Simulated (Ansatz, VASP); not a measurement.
CaB2: VASP beside Ansatz

The input POSCAR:

```
CaB2
1.0
    3.2264302843      0.0000000000      0.0000000000
   -1.6132151421      2.7941705897      0.0000000000
    0.0000000000      0.0000000000      4.0673920000
Ca B
1 2
Direct
    0.0000000000      0.0000000000      0.0000000000
    0.6666666667      0.3333333333      0.5000000000
    0.3333333333      0.6666666667      0.5000000000
```

Contents of INCAR.step1:

```
ALGO = Normal
EDIFF = 1E-5
ENCUT = 520
GGA = PE
ISIF = 2
ISMEAR = -1
LASPH = True
LREAL = False
LWAVE = True
NBANDS = 15
NELM = 80
PREC = Accurate
SIGMA = 0.05
```

INCAR.step2

```
AEXX = 0.25
ALGO = Normal
EDIFF = 1E-6
ENCUT = 520
GGA = PE
HFSCREEN = 0.2078699
ISIF = 2
ISMEAR = -1
ISTART = 1
LASPH = True
LCHARG = True
LELF = True
LHFCALC = True
LREAL = False
LVHAR = True
LWAVE = False
NBANDS = 15
NELM = 80
PREC = Accurate
PRECFOCK = Normal
SIGMA = 0.05
```

File KPOINTS:

```
k-points
0
Gamma
  5 5 4
```

Contents of input.yaml:

```yaml
crystal:
  lattice:
    - [3.2264302843, 0.0, 0.0]
    - [-1.6132151421, 2.7941705897, 0.0]
    - [0.0, 0.0, 4.067392]
  atoms:
    - { symbol: Ca, position: [0.0, 0.0, 0.0] }
    - { symbol: B, position: [0.6666666667, 0.3333333333, 0.5] }
    - { symbol: B, position: [0.3333333333, 0.6666666667, 0.5] }
hamiltonian:
  xc:
    exchange: pbe
    correlation: pbe
    exx: { coeff: 0.25, omega: 0.2078699 }
  pseudopotentials: { kind: paw }
kpoints:
  mp_grid: { grid: [5, 5, 4] }
scf:
  occupations: { method: fermi_dirac, width: 0.05 }
output:
  forces: true
  stress: true
  eigenvalues: true
```

Alike in both runs: task single point; functional PBE-based screened hybrid; k mesh 5 × 5 × 4; occupations fermi-dirac, width 0.05 eV; no spin polarisation.

|  | VASP | Ansatz |
| --- | --- | --- |
| version | VASP 6.6.1 | Ansatz 0.2.0 |
| potentials or method | VASP PAW PBE potentials, release 64 (Ca_sv, B) | Ansatz PAW |
| plane-wave cutoff (eV) | 520 | 420 |
| valence electrons in the cell | 16 | 16 |

VASP gave:

- gap on the k mesh at the Fermi level (eV): none
- pressure (GPa): -0.4
- traceless stress, the component that is largest in VASP (GPa): -0.14

Task: What did Ansatz give for the same quantities?

Result: gap on the k mesh at the Fermi level (eV): none; pressure (GPa): -0.7; traceless stress, the component that is largest in VASP (GPa): -0.27.

VASP's potentials were made for PBE, not for PBE-based screened hybrid. A gap of «none» marks a metal or a gap that the smearing closes.

The k mesh is coarse, so the values compare programs but aren't converged.
